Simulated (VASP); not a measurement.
# TaN (Fm-3m) in VASP: a series of runs, part 2 of 2

VASP 6.6.1. The steps go on from the part before.

## Step 3: Single point, BLYP

This run uses another cell than the first one, of 11.16 Å³/atom.

Contents of INCAR:

```
PREC     = Accurate       # precision mode
ENCUT    = 700            # plane-wave cutoff, eV
EDIFF    = 1E-6           # SCF threshold, eV
ISMEAR   = -1             # smearing method
SIGMA    = 0.05           # smearing width, eV
LREAL    = F              # projectors in reciprocal space
LASPH    = T              # aspherical terms in the spheres
NELM     = 120            # most SCF steps
ALGO     = Normal         # electronic algorithm
ISIF     = 2              # what is computed and relaxed
LWAVE    = F              # write WAVECAR
LCHARG   = F              # write CHGCAR
GGA      = B5             # functional
ALDAX    = 1.0          
AGGAX    = 1.0          
AGGAC    = 1.0          
ALDAC    = 0.0          
NBANDS   = 16             # bands
GGA_COMPAT= F
```

Contents of KPOINTS:

```
Automatic mesh
0
Gamma
  10 10 10
```

Contents of POSCAR:

```
TaN
1.0
    0.0000000000      2.2350010615      2.2350010615
    2.2350010615      0.0000000000      2.2350010615
    2.2350010615      2.2350010615      0.0000000000
Ta N
1 1
Direct
    0.5000000000      0.5000000000      0.5000000000
    0.0000000000      0.0000000000      0.0000000000
```

Potentials or basis: VASP PAW PBE potentials, release 64 (Ta_sv_GW, N).

Launch:

```sh
> cat potpaw_PBE.64/Ta_sv_GW/POTCAR potpaw_PBE.64/N/POTCAR > POTCAR
> mpirun -np 1 vasp_std > vasp.out
```

OUTCAR:

```text
PREC = Accurate
   ENCUT = 700
   EDIFF = 1E-6
   ISMEAR = -1
   LREAL = F
   LASPH = T
   NELM = 120
   ISIF = 2
   GGA = B5

 ion  position               nearest neighbor table
   1  0.500  0.500  0.500-   2 2.24   2 2.24   2 2.24   2 2.24   2 2.24   2 2.24
   2  0.000  0.000  0.000-   1 2.24   1 2.24   1 2.24   1 2.24   1 2.24   1 2.24

  LATTYP: Found a face centered cubic cell.
 ALAT       =     4.4700021230

  Lattice vectors:

 A1 = (   0.0000000000,   2.2350010615,   2.2350010615)
[... 640 lines left out ...]

------------------------ aborting loop because EDIFF is reached ----------------------------------------

  FORCE on cell =-STRESS in cart. coord.  units (eV):
  Direction    XX          YY          ZZ          XY          YZ          ZX
  --------------------------------------------------------------------------------------
  -------------------------------------------------------------------------------------
  Total        0.0742073      0.0742073      0.0742073      0.0000000      0.0000000      0.0000000
  in kB        5.3246831      5.3246831      5.3246831      0.0000000      0.0000000      0.0000000
  external PRESSURE =       5.3246831 kB  Pullay stress =       0.0000000 kB

 VOLUME and BASIS-vectors are now :
 -----------------------------------------------------------------------------
  energy-cutoff  :      700.00
  volume of cell :       22.33
      direct lattice vectors                 reciprocal lattice vectors
     0.000000000  2.235001062  2.235001062    -0.223713540  0.223713540  0.223713540
     2.235001062  0.000000000  2.235001062     0.223713540 -0.223713540  0.223713540
     2.235001062  2.235001062  0.000000000     0.223713540  0.223713540 -0.223713540

 POSITION                                       TOTAL-FORCE (eV/Angst)
 -----------------------------------------------------------------------------------
      2.23500      2.23500      2.23500        -0.000000     -0.000000     -0.000000
      0.00000      0.00000      0.00000         0.000000      0.000000      0.000000
 -----------------------------------------------------------------------------------
    total drift:                                0.000000      0.000000      0.000000

  FREE ENERGIE OF THE ION-ELECTRON SYSTEM (eV)
  ---------------------------------------------------
  free  energy   TOTEN  =       -22.3836553639 eV

  energy  without entropy=      -22.3767320936  energy(sigma->0) =      -22.38019373
```

OSZICAR:

```text
N       E                     dE             d eps       ncg     rms          rms(c)
DAV:   1     0.131695748901E+03    0.13170E+03   -0.13310E+04  1504   0.144E+03
DAV:   2    -0.211231878837E+02   -0.15282E+03   -0.14681E+03  2144   0.371E+02
DAV:   3    -0.272321482547E+02   -0.61090E+01   -0.60948E+01  1872   0.659E+01
DAV:   4    -0.273729895639E+02   -0.14084E+00   -0.14084E+00  2168   0.681E+00
DAV:   5    -0.273751194758E+02   -0.21299E-02   -0.21299E-02  1920   0.580E-01    0.534E+01
DAV:   6    -0.225776180152E+02    0.47975E+01   -0.11160E+01  1840   0.301E+01    0.687E+01
DAV:   7    -0.224768192766E+02    0.10080E+00   -0.57910E-01  1536   0.624E+00    0.459E+01
DAV:   8    -0.223864929520E+02    0.90326E-01   -0.32268E-01  1784   0.478E+00    0.867E+00
DAV:   9    -0.223847222623E+02    0.17707E-02   -0.14135E-02  1816   0.101E+00    0.658E-01
DAV:  10    -0.223836086424E+02    0.11136E-02   -0.40607E-03  1576   0.515E-01    0.719E-01
DAV:  11    -0.223836742003E+02   -0.65558E-04   -0.43270E-04  1904   0.206E-01    0.273E-01
DAV:  12    -0.223836548697E+02    0.19331E-04   -0.49895E-05  1920   0.659E-02    0.103E-01
DAV:  13    -0.223836553639E+02   -0.49425E-06   -0.19817E-06  1664   0.136E-02
   1 F= -.22383655E+02 E0= -.22380194E+02  d E =-.692327E-02
```

stdout:

```text
POSCAR found type information on POSCAR TaN
 POSCAR found :  2 types and       2 ions
 scaLAPACK will be used
 -----------------------------------------------------------------------------
|                                                                             |
|                                                                             |
|     You enforced a specific xc type in the INCAR file but a different       |
|     I HOPE YOU KNOW WHAT YOU ARE DOING!                                     |
|                                                                             |
 -----------------------------------------------------------------------------

 LDA part: xc-table for (Slater(with rela. corr.)+VWN5), standard interpolation
 POSCAR, INCAR and KPOINTS ok, starting setup
 FFT: planning ... GRIDC
 FFT: planning ... GRID_SOFT
 FFT: planning ... GRID
 WAVECAR not read
 entering main loop
```

Run time: 33 s. Hardware: 1 thread of AMD EPYC 9R45 (Zen 5), shared host; peak memory 0.15 GiB.

What came out:

```yaml
Free_energy: -22.3837 eV
Pressure: 0.5 GPa
Band_gap_on_the_k_mesh: zero (bands 9 and 10 overlap by 3.62 eV)
```

Levels at points of the mesh, in eV from the Fermi level:
```tsv
k point	band 5	band 6	band 7	band 8	band 9	band 10	band 11	band 12	band 13	band 14
(0.00, 0.00, 0.00)	-18.33	-3.70	-3.70	-3.70	-1.98	-1.98	-1.98	0.03	0.03	1.35
(0.50, 0.00, 0.00)	-15.65	-9.83	-7.22	-7.22	1.64	1.64	1.76	4.06	6.90	6.90
(0.50, 0.50, 0.00)	-17.18	-6.37	-5.02	-4.48	-4.48	1.89	3.11	3.11	4.00	6.37
```

Caveat: the PAW data sets were made with another functional, which shifts forces and pressure a little; spin-orbit coupling is left out, which moves the levels of the heavy elements.
